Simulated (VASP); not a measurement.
Wanted: the native input for a VASP 6.6.1 run.

```
Task                               : single point
Functional                         : PBE-based screened hybrid
Potentials or basis                : VASP PAW PBE potentials, release 64 (Rb_sv, Br)
Cutoff                             : 520 eV
k mesh                             : 4 × 4 × 4
Occupations                        : fermi-dirac, width 0.05 eV
Spin                               : no spin polarisation
Dipole correction                  : no
Grid for exact exchange (PRECFOCK) : Normal
Share of exact exchange            : 0.25
Further INCAR settings             : ALGO = Normal; EDIFF = 1e-06; NBANDS = 15
Screening parameter                : 0.3 1/Å
```

RbBr:

```
Rb Br
1.0
     0.00000    3.42700    3.42700
     3.42700    0.00000    3.42700
     3.42700    3.42700    0.00000
Rb Br
1 1
Cartesian
  0.0000 0.0000 0.0000
  3.4270 3.4270 3.4270
```

These files were run (other wordings do the same):

POSCAR

```
RbBr
1.0
    0.0000000000      3.4270000000      3.4270000000
    3.4270000000      0.0000000000      3.4270000000
    3.4270000000      3.4270000000      0.0000000000
Rb Br
1 1
Direct
    0.0000000000      0.0000000000      0.0000000000
    0.5000000000      0.5000000000      0.5000000000
```

INCAR.step1

```
SYSTEM = RbBr
PREC = Accurate
ENCUT = 520
EDIFF = 1E-5
ISMEAR = -1
SIGMA = 0.05
LREAL = .FALSE.
LASPH = .TRUE.
NELM = 100
ALGO = Normal
ISIF = 2
LWAVE = .TRUE.
LCHARG = .FALSE.
GGA = PE
NBANDS = 15
```

INCAR.step2

```
SYSTEM = RbBr
PREC = Accurate
ENCUT = 520
EDIFF = 1E-6
ISMEAR = -1
SIGMA = 0.05
LREAL = .FALSE.
LASPH = .TRUE.
NELM = 100
ALGO = Normal
ISIF = 2
LWAVE = .FALSE.
LCHARG = .FALSE.
GGA = PE
LHFCALC = .TRUE.
AEXX = 0.25
HFSCREEN = 0.3
PRECFOCK = Normal
ISTART = 1
NBANDS = 15
```

KPOINTS

```
Automatic mesh
0
G
  4 4 4
  0 0 0
```

Potentials or basis: VASP PAW PBE potentials, release 64 (Rb_sv, Br).

Command:

```bash
$ cat potpaw_PBE.64/Rb_sv/POTCAR potpaw_PBE.64/Br/POTCAR > POTCAR
$ cp INCAR.step1 INCAR
$ mpirun -np 1 vasp_std > vasp.out
$ cp INCAR.step2 INCAR
$ mpirun -np 1 vasp_std > vasp.out
```

It gave:

| Item | Value |
| --- | --- |
| Pressure | 0.8 GPa |
| Band gap on the k mesh | 5.30 eV, direct |

Caveat: the PAW data sets were made with another functional, which shifts forces and pressure a little.

It took 6.7 min on 1 thread of Intel(R) Xeon(R) Platinum 8488C (Sapphire Rapids) (shared host), peak memory 0.32 GiB.
